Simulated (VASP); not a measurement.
NaI: single point with LDA

The system is NaI.

```
I Na
1.0
     0.00000    3.27899    3.27899
     3.27899    0.00000    3.27899
     3.27899    3.27899    0.00000
I Na
1 1
Cartesian
  3.2790 3.2790 3.2790
  0.0000 0.0000 0.0000
```

```yaml
Program: VASP 6.6.1
Task: single point
Functional: LDA
Potentials_or_basis: VASP PAW LDA potentials, release 64 (I, Na_pv)
Cutoff: 520 eV
k_mesh: 6 × 6 × 6
Occupations: fermi-dirac, width 0.05 eV
Spin: no spin polarisation
Dipole_correction: no
Further_INCAR_settings: ALGO = Normal; EDIFF = 1e-06; NBANDS = 14
```

The pressure is -2.1 GPa. The band gap on the k mesh is 3.25 eV, direct.

Levels at points of the mesh, in eV from the valence-band top:
```csv
k point,band 3,band 4,band 5,band 6,band 7,band 8,band 9,band 10,band 11,band 12
"(0.00, 0.00, 0.00)",-22.43,-10.99,0.00,0.00,0.00,3.25,7.79,7.79,7.79,9.60
"(0.50, 0.00, 0.00)",-22.43,-10.71,-2.11,-0.26,-0.26,4.84,7.24,7.24,8.19,9.95
"(0.50, 0.50, 0.00)",-22.44,-10.64,-1.83,-0.71,-0.71,4.23,5.44,9.36,10.79,10.79
```

Wall time 15 s on 1 thread of Intel Xeon 6975P-C, with other jobs on the host, peak memory 0.17 GiB.

Caveat: spin-orbit coupling is left out, which moves the levels of the heavy elements. As with any semilocal functional, this LDA gap is likely too small.
